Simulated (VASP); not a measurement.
A run of VASP 6.6.1:

The input INCAR:

```
SYSTEM = CsLa5
PREC = Accurate
ENCUT = 520
EDIFF = 1E-6
ISMEAR = 0
SIGMA = 0.1
LREAL = .FALSE.
LASPH = .TRUE.
NELM = 100
ALGO = Normal
ISIF = 2
LWAVE = .FALSE.
LCHARG = .TRUE.
GGA = PE
LELF = .TRUE.
LVHAR = .TRUE.
NBANDS = 41
```

File KPOINTS:

```
regular mesh
0
G
  3 3 4
  0 0 0
```

File POSCAR:

```
CsLa5
1.0
    7.2623081220      0.0000000000      0.0000000000
   -3.6311540610      6.2893433237      0.0000000000
    0.0000000000      0.0000000000      5.9044070554
Cs La
1 5
Direct
    0.0000000000      0.0000000000      0.0000000000
    0.3333333333      0.6666666667      0.0000000000
    0.6666666667      0.3333333333      0.0000000000
    0.5000000000      0.0000000000      0.5000000000
    0.5000000000      0.5000000000      0.5000000000
    0.0000000000      0.5000000000      0.5000000000
```

Potentials or basis: VASP PAW PBE potentials, release 64 (Cs_sv, La).

Launch:

```bash
$ cat potpaw_PBE.64/Cs_sv/POTCAR potpaw_PBE.64/La/POTCAR > POTCAR
$ mpirun -np 1 vasp_std > vasp.out
```

Hardware: 1 thread of AMD EPYC 9R14 (Zen 4), on a shared host.

Problem. Estimate the wall time of this run.

Solution. It took 120 s on 1 thread of AMD EPYC 9R14 (Zen 4), with other jobs on the host, peak memory 0.37 GiB. Counts: scf iterations 15, k points 9.
